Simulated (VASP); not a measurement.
Set up this calculation in VASP 6.6.1, as the native input.

```yaml
Task: relaxation of cell and atoms
Functional: PBEsol
Potentials_or_basis: VASP PAW PBE potentials, release 64 (Ta_pv)
Cutoff: 600 eV
k_mesh: 8 × 8 × 8
Occupations: gaussian, width 0.1 eV
Spin: no spin polarisation
Target_pressure: 20.8 GPa
Dipole_correction: no
Further_INCAR_settings: ALGO = Fast; EDIFF = 1e-07; IBRION = 2; EDIFFG = -0.05; NSW = 80; ISIF = 3
```

The structure of Ta lies in POSCAR:

```
Ta
1.0
   -1.5932240548      1.5932240548      1.5932240548
    1.5932240548     -1.5932240548      1.5932240548
    1.5932240548      1.5932240548     -1.5932240548
Ta
1
Direct
    0.0000000000      0.0000000000      0.0000000000
```

The input as run:

INCAR

```
SYSTEM = Ta
ALGO = Fast
EDIFF = 1E-7
EDIFFG = -0.05
ENCUT = 600
GGA = PS
IBRION = 2
ISIF = 3
ISMEAR = 0
LASPH = .True.
LCHARG = .False.
LREAL = .False.
LWAVE = .False.
NELM = 60
NSW = 80
PREC = Accurate
PSTRESS = 208.0
SIGMA = 0.1
```

KPOINTS

```
k-points
0
Gamma
  8 8 8
  0 0 0
```

Potentials or basis: VASP PAW PBE potentials, release 64 (Ta_pv).

Launch:

```bash
$ cat potpaw_PBE.64/Ta_pv/POTCAR > POTCAR
$ mpirun -np 1 vasp_std > vasp.out
```

It gave:

```json
{"Pressure after relaxing": "21.1 GPa"}
```

Caveat: the relaxation stopped at its first step, so nothing moved; the cell is relaxed towards a set pressure, so the enthalpy falls and the energy may rise; the PAW data sets were made with another functional, which shifts forces and pressure a little.

It took 5.1 s on 1 thread of Intel(R) Xeon(R) Platinum 8488C (Sapphire Rapids), on a shared host, peak memory 0.14 GiB.
